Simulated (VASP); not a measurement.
IrRh5, 6 atoms in the cell. The structure is hexagonal, space group P-6m2 (No. 187). The conventional cell has a = 2.613 Å, b = 2.613 Å, c = 12.654 Å, α = 90.00°, β = 90.00°, γ = 120.00°. Ir (site symmetry -6m2) has 6 Rh at 2.60 Å and 6 Ir at 2.61 Å within 3.4 Å. Within 3.4 Å of Rh (site symmetry 3m) lie 9 Rh at 2.59 to 2.61 Å and 3 Ir at 2.60 Å. Within 3.4 Å of Rh (site symmetry -6m2) lie 12 Rh at 2.58 to 2.61 Å. Rh (site symmetry 3m) has 12 Rh at 2.58 to 2.61 Å within 3.4 Å. 

- Program: VASP 6.6.1
- Task: relaxation of shape and atoms at fixed volume
- Functional: PBE
- Potentials or basis: VASP PAW PBE potentials, release 64 (Ir, Rh_pv)
- Cutoff: 600 eV
- k mesh: 18 × 18 × 4
- Occupations: gaussian, width 0.1 eV
- Spin: no spin polarisation
- Dipole correction: no
- Further INCAR settings: ALGO = Fast; EDIFF = 1e-06; IBRION = 2; EDIFFG = -0.01; NSW = 50; ISIF = 4

Potentials or basis: VASP PAW PBE potentials, release 64 (Ir, Rh_pv).

The run is started by

```bash
$ cat potpaw_PBE.64/Ir/POTCAR potpaw_PBE.64/Rh_pv/POTCAR > POTCAR
$ mpirun -np 1 vasp_std > vasp.out
```

Hardware: 1 thread of Oxide Virtual Turin-like Processor, on a shared host.

**Question.** Estimate the wall time of this run.

**Answer.** It took 53 min on 1 thread of Oxide Virtual Turin-like Processor, on a shared host, peak memory 0.5 GiB. Counts: scf iterations 59, k points 111, ion steps 5.
